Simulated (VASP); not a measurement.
KF:

```
CELL_PARAMETERS angstrom
-0.08863 2.57033 2.57033
2.57033 -0.08863 2.57033
2.57033 2.57033 -0.08863
ATOMIC_POSITIONS crystal
K 0.00000 0.00000 0.00000
F 0.50000 0.50000 0.50000
```

This cell differs from its parent crystal: strain along [111] -5.0%.

Base run:

```yaml
Program: VASP 6.6.1
Functional: r2SCAN
Potentials_or_basis: VASP PAW PBE potentials, release 64 (K_sv, F)
Cutoff: 520 eV
k_mesh: 8 × 8 × 8
Occupations: gaussian, width 0.01 eV
Spin: no spin polarisation
```

Its results: band gap on the k mesh 7.16 eV, direct; pressure 2.0 GPa.

Q: The run is repeated on the same cell with these changes: functional from r2SCAN to PBE; k mesh from 8 × 8 × 8 to 4 × 4 × 4. What comes out?

A: Band gap on the k mesh 6.48 eV, direct; pressure 4.1 GPa.

Several settings changed at once, so the effect can't be laid on one alone.

Caveats: some runs use coarse meshes; the PAW data sets were made with another functional, which shifts forces and pressure a little (some runs).

A k mesh can miss the band edges.
